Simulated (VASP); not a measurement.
Write the native input for VASP 6.6.1 that does the following.

```
Task                   : relaxation of cell and atoms
Functional             : PBE
Dispersion             : D3(BJ)
Potentials or basis    : VASP PAW PBE potentials, release 64 (As)
Cutoff                 : 600 eV
k mesh                 : 12 × 12 × 10
Occupations            : gaussian, width 0.1 eV
Spin                   : no spin polarisation
Dipole correction      : no
Further INCAR settings : ALGO = Normal; EDIFF = 1e-06; IBRION = 2; EDIFFG = -0.005; NSW = 100; ISIF = 3
```

The structure of As lies in POSCAR:

```
As
1.0
    1.8709701826     -5.4115389085      0.0000000000
    1.8709701826      5.4115389085      0.0000000000
    0.0000000000      0.0000000000      4.2851748451
As
4
Direct
    0.1127112876      0.8872887124      0.0552772092
    0.6127112876      0.3872887124      0.4447227908
    0.8872887124      0.1127112876      0.9447227908
    0.3872887124      0.6127112876      0.5552772092
```

The input as run:

INCAR

```
  ALGO = Normal
  EDIFF = 1E-6
  EDIFFG = -0.005
  ENCUT = 600
  GGA = PE
  IBRION = 2
  ISIF = 3
  ISMEAR = 0
  IVDW = 12
  LASPH = T
  LCHARG = F
  LREAL = F
  LWAVE = F
  NELM = 100
  NSW = 100
  PREC = Accurate
  SIGMA = 0.1
```

KPOINTS

```
k-points
0
Gamma
  12 12 10
```

Potentials or basis: VASP PAW PBE potentials, release 64 (As).

Run with:

```bash
$ cat potpaw_PBE.64/As/POTCAR > POTCAR
$ mpirun -np 1 vasp_std > vasp.out
```

It gave:

The relaxed volume is 21.76 Å³/atom, the relaxed cell is a = 5.733 Å, b = 5.733 Å, c = 4.292 Å, α = 90.00°, β = 90.00°, γ = 141.90° and the space group after relaxing (to 0.1 Å) is Cmce (No. 64). The energy gained by relaxing is 0.2 meV/atom, the ionic steps are 8 and the pressure after relaxing is 0.0 GPa. The band gap on the k mesh is zero (bands 10 and 11 overlap by 0.39 eV) and the dispersion energy per atom is -0.414 eV.

It took 40 min on 1 thread of AMD EPYC 7R13 (shared host), peak memory 0.5 GiB.
